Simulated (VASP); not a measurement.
# PbS (Galena) (Fm-3m) in VASP: notebook, part 3 of 4

VASP 6.6.1.

### Step 4. Single point, HSE06

The input, POSCAR:

```
PbS
1.0
    0.0000000000      2.9705683269      2.9705683269
    2.9705683269      0.0000000000      2.9705683269
    2.9705683269      2.9705683269      0.0000000000
Pb S
1 1
Direct
    0.0000000000      0.0000000000      0.0000000000
    0.5000000000      0.5000000000      0.5000000000
```

The input, INCAR.step1:

```
SYSTEM = PbS
PREC = Accurate
ENCUT = 520
EDIFF = 1E-5
ISMEAR = 0
SIGMA = 0.01
LREAL = .False.
LASPH = .True.
NELM = 80
ALGO = Normal
ISIF = 2
LWAVE = .True.
GGA = PE
NBANDS = 17
```

The input, INCAR.step2:

```
SYSTEM = PbS
PREC = Accurate
ENCUT = 520
EDIFF = 1E-6
ISMEAR = 0
SIGMA = 0.01
LREAL = .False.
LASPH = .True.
NELM = 80
ALGO = Normal
ISIF = 2
LWAVE = .False.
LCHARG = .True.
GGA = PE
LHFCALC = .True.
HFSCREEN = 0.2079
PRECFOCK = Normal
LELF = .True.
LVHAR = .True.
ISTART = 1
NBANDS = 17
```

The input, KPOINTS:

```
Automatic mesh
0
Gamma
  4 4 4
  0 0 0
```

Potentials or basis: VASP PAW PBE potentials, release 64 (Pb_d, S).

Launch:

```console
$ cat potpaw_PBE.64/Pb_d/POTCAR potpaw_PBE.64/S/POTCAR > POTCAR
$ cp INCAR.step1 INCAR
$ mpirun -np 1 vasp_std > vasp.out
$ cp INCAR.step2 INCAR
$ mpirun -np 1 vasp_std > vasp.out
```

OUTCAR:

```text
SYSTEM = PbS
   PREC = Accurate
   ENCUT = 520
   EDIFF = 1E-6
   ISMEAR = 0
   LREAL = .False.
   LASPH = .True.
   NELM = 80
   ISIF = 2
   GGA = PE
   LHFCALC = .True.
   HFSCREEN = 0.2079
   PRECFOCK = Normal
   ISTART = 1

 ion  position               nearest neighbor table
   1  0.000  0.000  0.000-   2 2.97   2 2.97   2 2.97   2 2.97   2 2.97   2 2.97
   2  0.500  0.500  0.500-   1 2.97   1 2.97   1 2.97   1 2.97   1 2.97   1 2.97

  LATTYP: Found a face centered cubic cell.
 ALAT       =     5.9411366538

  Lattice vectors:

 A1 = (   0.0000000000,   2.9705683269,   2.9705683269)
 A2 = (   2.9705683269,   0.0000000000,   2.9705683269)
 A3 = (   2.9705683269,   2.9705683269,   0.0000000000)

Analysis of symmetry for initial positions (statically):
=====================================================================
 Subroutine PRICEL returns:
 Original cell was already a primitive cell.

 Routine SETGRP: Setting up the symmetry group for a
 face centered cubic supercell.

 Subroutine GETGRP returns: Found 48 space group operations
[... 9 lines left out ...]

 Routine SETGRP: Setting up the symmetry group for a
 face centered cubic supercell.

 Subroutine GETGRP returns: Found 48 space group operations
[... 11 lines left out ...]
                                     Primitive cell

  volume of cell :      52.4262

  direct lattice vectors                    reciprocal lattice vectors
     0.000000000  2.970568327  2.970568327    -0.168317960  0.168317960  0.168317960
     2.970568327  0.000000000  2.970568327     0.168317960 -0.168317960  0.168317960
     2.970568327  2.970568327  0.000000000     0.168317960  0.168317960 -0.168317960

  length of vectors
     4.201018016  4.201018016  4.201018016     0.291535258  0.291535258  0.291535258

  position of ions in fractional coordinates (direct lattice)
     0.000000000  0.000000000  0.000000000
     0.500000000  0.500000000  0.500000000

  ion indices of the primitive-cell ions
   primitive index   ion index
                 1           1
                 2           2

----------------------------------------------------------------------------------------

 KPOINTS: Automatic mesh

Automatic generation of k-mesh.
 Grid dimensions read from file:
 generate k-points for:    4    4    4

 Generating k-lattice:

  Cartesian coordinates                     Fractional coordinates (reciprocal lattice)
    -0.042079490  0.042079490  0.042079490     0.250000000  0.000000000  0.000000000
     0.042079490 -0.042079490  0.042079490     0.000000000  0.250000000  0.000000000
     0.042079490  0.042079490 -0.042079490     0.000000000  0.000000000  0.250000000

  Length of vectors
     0.072883815  0.072883815  0.072883815

  Shift w.r.t. Gamma in fractional coordinates (k-lattice)
     0.000000000  0.000000000  0.000000000

 Subroutine IBZKPT returns following result:
 ===========================================

 Found      8 irreducible k-points:

 Following reciprocal coordinates:
            Coordinates               Weight
  0.000000  0.000000  0.000000      1.000000
  0.250000  0.000000  0.000000      8.000000
  0.500000  0.000000  0.000000      4.000000
  0.250000  0.250000  0.000000      6.000000
  0.500000  0.250000  0.000000     24.000000
 -0.250000  0.250000  0.000000     12.000000
  0.500000  0.500000  0.000000      3.000000
 -0.250000  0.500000  0.250000      6.000000
   k-points           NKPTS =      8   k-points in BZ     NKDIM =     64   number of bands    NBANDS=     17
   number of dos      NEDOS =    301   number of ions     NIONS =      2
   total plane-waves  NPLWV =  32768
   dimension x,y,z NGX =    32 NGY =   32 NGZ =   32
   dimension x,y,z NGXF=    64 NGYF=   64 NGZF=   64
   ions per type =               1   1
   NGX,Y,Z   is equivalent  to a cutoff of  12.66, 12.66, 12.66 a.u.
   NGXF,Y,Z  is equivalent  to a cutoff of  25.33, 25.33, 25.33 a.u.
 SYSTEM =  PbS
   PREC   = accura    normal or accurate (medium, high low for compatibility)
   ISTART =      1    job   : 0-new  1-cont  2-samecut
   ICHARG =      0    charge: 1-file 2-atom 10-const
   ISPIN  =      1    spin polarized calculation?
   LNONCOLLINEAR =      F non collinear calculations
   LSORBIT =      F    spin-orbit coupling
   LASPH  =      T    aspherical Exc in radial PAW
   ENCUT  =  520.0 eV  38.22 Ry    6.18 a.u.   7.81  7.81  7.81*2*pi/ulx,y,z
   NELM   =     80;   NELMIN=  2; NELMDL=  0     # of ELM steps
   EDIFF  = 0.1E-05   stopping-criterion for ELM
   LREAL  =      F    real-space projection
   EDIFFG = 0.1E-04   stopping-criterion for IOM
   NSW    =      0    number of steps for IOM
   IBRION =     -1    ionic relax: 0-MD 1-quasi-New 2-CG
   NFREE  =      0    steps in history (QN), initial steepest desc. (CG)
   ISIF   =      2    stress and relaxation
   ISYM   =      3    0-nonsym 1-usesym 2-fastsym
   POTIM  = 0.5000    time-step for ionic-motion
   TEBEG  =    0.0;   TEEND  =   0.0 temperature during run
   PSTRESS=    0.0 pullay stress
   NELECT =      20.0000    total number of electrons
   NUPDOWN=      -1.0000    fix difference up-down
   EMIN   =  10.00;   EMAX   =-10.00  energy-range for DOS
   EFERMI =   0.00;   METHOD = LEGACY
   ISMEAR =     0;   SIGMA  =   0.01  broadening in eV -4-tet -1-fermi 0-gaus
   EFERMI_NEDOS =   21; number of points for ismear=-14 and -15
   IALGO  =     38    algorithm
   IMIX   =      1    mixing-type and parameters
     AMIX     =   0.40;   BMIX     =  1.00
     AMIX_MAG =   1.60;   BMIX_MAG =  1.00
  volume/ion in A,a.u.               =      26.21       176.89
  Fermi-wavevector in a.u.,A,eV,Ry     =   1.187322  2.243714 19.180598  1.409734
  Thomas-Fermi vector in A             =   2.323476
   LORBIT       =      0    0 simple, 1 ext, 2 COOP (PROOUT), +10 PAW based schemes
   GGA     = PE    functional components
   LHFCALC =     T    Hartree Fock is set to
   PRECFOCK=normal    Normal, Fast or Accurate (Low or Medium for compatibility)
   ENCUT4O =  -1.0   cutoff for four orbital integrals eV
   NKREDX  =     1    reduce k-point grid by
   NKREDY  =     1    reduce k-point grid by
   NKREDZ  =     1    reduce k-point grid by
   AEXX    =    0.2500 exact exchange contribution
   HFSCREEN=    0.2079 screening length (either q_TF or 0.3 A-1)
   HFSCREENC=   0.2079 screening length for correlation (either q_TF or 0.3 A-1)
   ENCUTFOCK=  -1.0 apply spherical cutoff to Coloumb kernel
   IVDW    =     0    specifies the selected vdW correction
   LEPSILON=     F    determine dielectric tensor
   LRPA    =     F    only Hartree local field effects (RPA)
 non-spin polarized calculation
 Gauss-broadening in eV      SIGMA  =   0.01
  energy-cutoff  :      520.00
  volume of cell :       52.43
 maximum number of plane-waves:      1428
  NGX = 24; NGY = 24; NGZ = 24

 number of electron      19.9999999 magnetization

 Free energy of the ion-electron system (eV)
  ---------------------------------------------------
  ext. energy  EPLUGINS =         0.00000000
  ---------------------------------------------------
  free energy    TOTEN  =       -10.39190991 eV

  energy without entropy =      -10.39190991  energy(sigma->0) =      -10.39190991

 E-fermi :   5.5208     XC(G=0):  -8.0276

 val. band max:        5.4683589683   @ k =   0.5000   0.0000   0.0000
 cond. band min:       6.2893594054   @ k =   0.5000   0.0000   0.0000
 fundamental gap:      0.8210004371
 Fermi energy:         5.5207518736

 k-point     1 :       0.0000    0.0000    0.0000
  band No.  band energies     occupation
      1     -13.1068      2.00000
      2     -13.1068      2.00000
      3     -13.1068      2.00000
      4     -13.1025      2.00000
      5     -13.1025      2.00000
      6      -9.6258      2.00000
[... 9 lines left out ...]
     16      12.9098      0.00000
     17      14.8261      0.00000

 k-point     2 :       0.2500    0.0000    0.0000
  band No.  band energies     occupation
      1     -13.1209      2.00000
      2     -13.1209      2.00000
      3     -13.1052      2.00000
      4     -13.0839      2.00000
      5     -13.0839      2.00000
      6      -9.0912      2.00000
[... 9 lines left out ...]
     16      14.2182      0.00000
     17      18.2333      0.00000
[... 101 lines left out ...]
 k-point     8 :      -0.2500    0.5000    0.2500
  band No.  band energies     occupation
      1     -13.2237      2.00000
      2     -13.1049      2.00000
      3     -13.0910      2.00000
      4     -13.0910      2.00000
      5     -13.0475      2.00000
      6      -7.8112      2.00000
[... 9 lines left out ...]
     16      18.4952      0.00000
     17      18.8302      0.00000

------------------------ aborting loop because EDIFF is reached ----------------------------------------

  FORCE on cell =-STRESS in cart. coord.  units (eV):
  Direction    XX          YY          ZZ          XY          YZ          ZX
  --------------------------------------------------------------------------------------
  -------------------------------------------------------------------------------------
  Total        0.2687121      0.2687121      0.2687121      0.0000000      0.0000000     -0.0000000
  in kB        8.2120050      8.2120050      8.2120050      0.0000000      0.0000000     -0.0000000
  external PRESSURE =       8.2120050 kB  Pullay stress =       0.0000000 kB

 VOLUME and BASIS-vectors are now :
 -----------------------------------------------------------------------------
  energy-cutoff  :      520.00
  volume of cell :       52.43
      direct lattice vectors                 reciprocal lattice vectors
     0.000000000  2.970568327  2.970568327    -0.168317960  0.168317960  0.168317960
     2.970568327  0.000000000  2.970568327     0.168317960 -0.168317960  0.168317960
     2.970568327  2.970568327  0.000000000     0.168317960  0.168317960 -0.168317960

 POSITION                                       TOTAL-FORCE (eV/Angst)
 -----------------------------------------------------------------------------------
      0.00000      0.00000      0.00000        -0.000000      0.000000     -0.000000
      2.97057      2.97057      2.97057         0.000000     -0.000000      0.000000
 -----------------------------------------------------------------------------------
    total drift:                                0.000002      0.000002      0.000003

  FREE ENERGIE OF THE ION-ELECTRON SYSTEM (eV)
  ---------------------------------------------------
  free  energy   TOTEN  =       -10.3919099081 eV

  energy  without entropy=      -10.3919099081  energy(sigma->0) =      -10.39190991
```

It took 8.2 min on 1 thread of Intel Xeon Platinum 8259CL at 2.50GHz (Skylake/Cascade Lake), shared host; peak memory 0.28 GiB.

What came out:

| Quantity | Value |
| --- | --- |
| Free energy | -10.3919 eV |
| Pressure | 0.8 GPa |
| Band gap on the k mesh | 0.82 eV, direct |

Caveat: the k points lie up to 0.46 Å⁻¹ apart; the PAW data sets were made with another functional, which shifts forces and pressure a little; spin-orbit coupling is left out, which moves the levels of the heavy elements. A k mesh can miss the band edges.

### Step 5. Single point, PBE-based global hybrid

POSCAR is that of step 4.

The input, INCAR.step1:

```
SYSTEM = PbS
PREC = Accurate
ENCUT = 520
EDIFF = 1E-5
ISMEAR = 0
SIGMA = 0.01
LREAL = .FALSE.
LASPH = .TRUE.
NELM = 80
ALGO = Normal
ISIF = 2
LWAVE = .TRUE.
LCHARG = .FALSE.
GGA = PE
NBANDS = 17
```

The input, INCAR.step2:

```
SYSTEM = PbS
PREC = Accurate
ENCUT = 520
EDIFF = 1E-7
ISMEAR = 0
SIGMA = 0.01
LREAL = .FALSE.
LASPH = .TRUE.
NELM = 80
ALGO = Normal
ISIF = 2
LWAVE = .FALSE.
LCHARG = .FALSE.
GGA = PE
LHFCALC = .TRUE.
AEXX = 0.1
PRECFOCK = Normal
ISTART = 1
NBANDS = 17
```

The input, KPOINTS:

```
Automatic mesh
0
G
  4 4 4
  0 0 0
```

Launch:

```console
$ cat potpaw_PBE.64/Pb_d/POTCAR potpaw_PBE.64/S/POTCAR > POTCAR
$ cp INCAR.step1 INCAR
$ mpirun -np 1 vasp_std > vasp.out
$ cp INCAR.step2 INCAR
$ mpirun -np 1 vasp_std > vasp.out
```

Run time: 8.2 min. Hardware: 1 thread of Intel Xeon Platinum 8259CL at 2.50GHz (Skylake/Cascade Lake), shared host; peak memory 0.19 GiB.

It converged, with:

```yaml
Free_energy: -9.8159 eV
Pressure: 1.4 GPa
Band_gap_on_the_k_mesh: 0.82 eV, direct
```

Levels at points of the mesh, in eV from the valence-band top:
```
           k point  band 8  band 9  band 10  band 11  band 12  band 13
(0.00, 0.00, 0.00)   -2.31   -2.31    -2.31     5.82     5.82     5.82
(0.50, 0.00, 0.00)   -1.91   -1.91     0.00     0.82     2.46     2.46
(0.50, 0.50, 0.00)   -5.45   -3.63    -3.63     4.36     6.22     6.32
```

Caveat: the k points lie up to 0.46 Å⁻¹ apart; the PAW data sets were made with another functional, which shifts forces and pressure a little; spin-orbit coupling is left out, which moves the levels of the heavy elements. A k mesh can miss the band edges.

(Part 3 of 4 ends here.)
